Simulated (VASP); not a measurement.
Crystal: Se.

```
CELL_PARAMETERS angstrom
1.92500 1.11140 0.88167
-1.92500 1.11140 0.88167
0.00000 -2.22280 0.88167
ATOMIC_POSITIONS crystal
Se 0.00000 0.00000 0.00000
```

Base run:

```yaml
Program: VASP 6.6.1
Functional: RPBE
Potentials_or_basis: VASP PAW PBE potentials, release 64 (Se)
Cutoff: 520 eV
k_mesh: 11 × 11 × 11
Occupations: methfessel-paxton, width 0.1 eV
Spin: no spin polarisation
```

Its results: band gap on the k mesh zero (band 3 reaches 22.80 eV, above the bottom of band 4 at 7.90 eV); pressure 164.6 GPa.

Question: The run is repeated on the same cell with these changes: functional from RPBE to BLYP; further incar settings from ALGO = Normal; EDIFF = 1e-06; NBANDS = 9 to ALGO = Normal; EDIFF = 1e-07; NBANDS = 9. What comes out?

Answer: Band gap on the k mesh zero (band 3 reaches 23.02 eV, above the bottom of band 4 at 8.50 eV); pressure 183.2 GPa.

Caveats: the PAW data sets were made with another functional, which shifts forces and pressure a little.
